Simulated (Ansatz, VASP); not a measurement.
# TiO2: VASP beside Ansatz

The input INCAR:

```
ALGO = Normal
EDIFF = 1E-6
EDIFFG = -0.01
ENCUT = 600
GGA = PS
IBRION = 2
ISIF = 3
ISMEAR = -1
LASPH = True
LCHARG = False
LDAU = True
LDAUJ = 0 0
LDAUL = 2 -1
LDAUPRINT = 1
LDAUTYPE = 2
LDAUU = 8 0
LMAXMIX = 4
LREAL = False
LWAVE = False
NELM = 150
NSW = 60
PREC = Accurate
SIGMA = 0.05
```

File KPOINTS:

```
k-points
0
Gamma
  6 6 9
```

The input POSCAR:

```
TiO2
1.0
    4.5998373239      0.0000000000      0.0000000000
    0.0000000000      4.5998373239      0.0000000000
    0.0000000000      0.0000000000      2.9592135600
Ti O
2 4
Direct
    0.0000000000      0.0000000000      0.5000000000
    0.5000000000      0.5000000000      0.0000000000
    0.3043213200      0.3043213200      0.5000000000
    0.1956786800      0.8043213200      0.0000000000
    0.8043213200      0.1956786800      0.0000000000
    0.6956786800      0.6956786800      0.5000000000
```

Contents of input.yaml:

```yaml
crystal:
  lattice:
    - [4.5998373239, 0.0, 0.0]
    - [0.0, 4.5998373239, 0.0]
    - [0.0, 0.0, 2.95921356]
  atoms:
    - { symbol: Ti, position: [0.0, 0.0, 0.5] }
    - { symbol: Ti, position: [0.5, 0.5, 0.0] }
    - { symbol: O, position: [0.30432132, 0.30432132, 0.5] }
    - { symbol: O, position: [0.19567868, 0.80432132, 0.0] }
    - { symbol: O, position: [0.80432132, 0.19567868, 0.0] }
    - { symbol: O, position: [0.69567868, 0.69567868, 0.5] }
hamiltonian:
  xc: pbesol
  pseudopotentials: { kind: paw }
  hubbard: { sites: [{ species: Ti, l: d, u_eff: 8.0 }] }
kpoints:
  mp_grid: { grid: [6, 6, 9] }
scf:
  occupations: { method: fermi_dirac, width: 0.05 }
output:
  forces: true
  stress: true
  eigenvalues: true
relax:
  f_tol: 0.01
  max_steps: 40
  cell: { stress_tol: 0.05 }
```

Alike in both runs: task relaxation of cell and atoms; functional PBEsol; k mesh 6 × 6 × 9; occupations fermi-dirac, width 0.05 eV; no spin polarisation; Hubbard terms Ti d U = 8.0 eV.

|  | VASP | Ansatz |
| --- | --- | --- |
| version | VASP 6.6.1 | Ansatz 0.2.0 |
| potentials or method | VASP PAW PBE potentials, release 64 (Ti_sv, O) | Ansatz PAW |
| plane-wave cutoff (eV) | 600 | 420 |
| valence electrons in the cell | 48 | 48 |

Ansatz gave:

```
gap on the k mesh at the Fermi level, each at its own relaxed structure (eV) : 2.81
relaxed volume (Å³/atom)                                                     : 10.65
relaxed cell length with the largest relative difference (Å)                 : 4.594
```

Q: What did VASP give for the same quantities?

A: gap on the k mesh at the Fermi level, each at its own relaxed structure (eV): 2.76; relaxed volume (Å³/atom): 10.96; relaxed cell length with the largest relative difference (Å): 4.648.

VASP's potentials were made for PBE, not for PBEsol. The programs project onto different local orbitals, so the same U acts differently, and such runs can settle in different states.

Noted on Ansatz's run: odd divisions of the mesh miss points on the zone boundary, where band edges often lie, so the gap on the mesh can be too wide; the plane-wave basis is chosen anew once the cell has moved, so the energies of steps on either side of that aren't comparable.
